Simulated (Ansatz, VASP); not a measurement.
**I in VASP and in Ansatz**

```
I
1.0
    -1.59945    1.59945    3.68717
     1.59945   -1.59945    3.68717
     1.59945    1.59945   -3.68717
I
1
Direct
  0.00000 0.00000 0.00000
```

Alike in both runs: task relaxation of cell and atoms; functional PBE; dispersion D3(BJ); k mesh 18 × 18 × 18; occupations gaussian, width 0.1 eV; no spin polarisation.

|  | VASP | Ansatz |
| --- | --- | --- |
| version | VASP 6.6.1 | Ansatz 0.2.0 |
| potentials or method | VASP PAW PBE potentials, release 64 (I), cutoff 600 eV | scalar-relativistic, plane waves, PAW |
| valence electrons in the cell | 7 | 17 |

```csv
,VASP,Ansatz,Ansatz less VASP
"gap on the k mesh at the Fermi level, each at its own relaxed structure (eV)",none,none,-
relaxed volume (Å³/atom),37.63,37.73,+0.102
relaxed cell length with the largest relative difference (Å),4.320,4.326,+0.0059
```

A gap of «none» marks a metal or a gap that the smearing closes. VASP's potentials hold 7 valence electrons a cell and Ansatz's 17, so a difference there can come from the potentials and not from the codes.

Spin-orbit coupling is off throughout.
